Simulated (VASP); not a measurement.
Input of a VASP 6.6.1 run:

The input POSCAR:

```
CdS
1.0
    4.2611695877      0.0000000000      0.0000000000
   -2.1305847939      3.6902811128      0.0000000000
    0.0000000000      0.0000000000      5.8041729400
Cd S
1 1
Direct
    0.0000000000      0.0000000000      0.4426919200
    0.6666666667      0.3333333333      0.4343080800
```

Contents of INCAR.step1:

```
PREC = Accurate
ENCUT = 520
EDIFF = 1E-5
ISMEAR = -1
SIGMA = 0.05
LREAL = F
LASPH = T
NELM = 150
ALGO = Normal
ISIF = 2
LWAVE = T
MAGMOM = 0 0 0 0 0 0
LORBIT = 11
LSORBIT = T
GGA_COMPAT = F
LORBMOM = T
GGA = PE
NBANDS = 30
```

INCAR.step2

```
PREC = Accurate
ENCUT = 520
EDIFF = 1E-6
ISMEAR = -1
SIGMA = 0.05
LREAL = F
LASPH = T
NELM = 150
ALGO = Normal
ISIF = 2
LWAVE = F
LCHARG = T
MAGMOM = 0 0 0 0 0 0
LORBIT = 11
LSORBIT = T
GGA_COMPAT = F
LORBMOM = T
GGA = PE
LHFCALC = T
HFSCREEN = 0.2079
PRECFOCK = Normal
LVHAR = T
ISTART = 1
NBANDS = 30
```

Contents of KPOINTS:

```
Automatic mesh
0
Gamma
  3 3 2
```

Potentials or basis: VASP PAW PBE potentials, release 64 (Cd, S).

Command:

```sh
$ cat potpaw_PBE.64/Cd/POTCAR potpaw_PBE.64/S/POTCAR > POTCAR
$ cp INCAR.step1 INCAR
$ mpirun -np 1 vasp_ncl > vasp.out
$ cp INCAR.step2 INCAR
$ mpirun -np 1 vasp_ncl > vasp.out
```

Q: Estimate the net moment.

A: 0.00 μB per cell.

Q: Estimate the pressure.

A: -0.5 GPa.

Q: Estimate the largest force.

A: 0.011 eV/Å.

Forces on the atoms (eV/Å):
```
Cd   0.000  0.000 -0.011
S    0.000  0.000  0.011
```

Caveat: the k points lie up to 0.57 Å⁻¹ apart; the PAW data sets were made with another functional, which shifts forces and pressure a little.
